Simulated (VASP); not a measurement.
Wanted: the native input for a VASP 6.6.1 run.

```
Task                   : single point
Functional             : PBE
Potentials or basis    : VASP PAW PBE potentials, release 64 (Sb)
Cutoff                 : 520 eV
k mesh                 : 12 × 12 × 12
Occupations            : fermi-dirac, width 0.05 eV
Spin                   : no spin polarisation
Dipole correction      : no
Further INCAR settings : ALGO = Normal; EDIFF = 1e-07; NBANDS = 8
```

The structure of Sb lies in POSCAR:

```
Sb
1.0
    0.0000000000      2.3511000000      2.3050000000
    2.3511000000      0.0000000000      2.3050000000
    2.3511000000      2.3511000000      0.0000000000
Sb
1
Direct
    0.0000000000      0.0000000000      0.0000000000
```

This cell differs from its parent crystal: equal xx and yy strain of +2 %.

One way to write it, as run:

INCAR

```
PREC = Accurate ; ENCUT = 520
EDIFF = 1E-7 ; ISMEAR = -1
SIGMA = 0.05 ; LREAL = F
LASPH = T ; NELM = 100
ALGO = Normal ; ISIF = 2
LWAVE = F ; LCHARG = F
GGA = PE ; NBANDS = 8
```

KPOINTS

```
Automatic mesh
0
Gamma
  12 12 12
```

Potentials or basis: VASP PAW PBE potentials, release 64 (Sb).

Command:

```console
$ cat potpaw_PBE.64/Sb/POTCAR > POTCAR
$ mpirun -np 1 vasp_std > vasp.out
```

Results of the run:

The pressure is 5.3 GPa.

Caveat: the cell differs from its parent crystal (equal xx and yy strain of +2 %).

Wall time 12 s on 1 thread of Intel(R) Xeon(R) Platinum 8488C (Sapphire Rapids), on a shared host, peak memory 0.16 GiB.
